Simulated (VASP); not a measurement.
# RbBr: single point with LDA

RbBr:

```
Rb Br
1.0
     0.00000    3.33459    3.33459
     3.33459    0.00000    3.33459
     3.33459    3.33459    0.00000
Rb Br
1 1
Direct
  0.00000 0.00000 0.00000
  0.50000 0.50000 0.50000
```

```json
{"Program": "VASP 6.6.1", "Task": "single point", "Functional": "LDA", "Potentials or basis": "VASP PAW LDA potentials, release 64 (Rb_sv, Br)", "Cutoff": "520 eV", "k mesh": "6 × 6 × 6", "Occupations": "fermi-dirac, width 0.02 eV", "Spin": "no spin polarisation", "Dipole correction": "no", "Further INCAR settings": "ALGO = Normal; EDIFF = 1e-07; NBANDS = 15"}
```

| Item | Value |
| --- | --- |
| Pressure | 0.0 GPa |
| Band gap on the k mesh | 4.17 eV |

Levels at points of the mesh, in eV from the valence-band top:
```tsv
k point	band 4	band 5	band 6	band 7	band 8	band 9	band 10	band 11	band 12	band 13
(0.00, 0.00, 0.00)	-8.27	-8.27	0.00	0.00	0.00	4.17	7.03	7.03	7.03	8.04
(0.50, 0.00, 0.00)	-8.28	-8.20	-1.21	-0.46	-0.46	6.67	7.68	9.50	9.50	10.18
(0.50, 0.50, 0.00)	-8.38	-8.38	-0.51	-0.17	-0.17	5.19	7.12	9.21	9.25	9.58
```

Run time: 38 s on 1 thread of AMD EPYC 7R13, with other jobs on the host, peak memory 0.14 GiB.

LDA gaps usually lie below the measured ones, often by a third to a half.
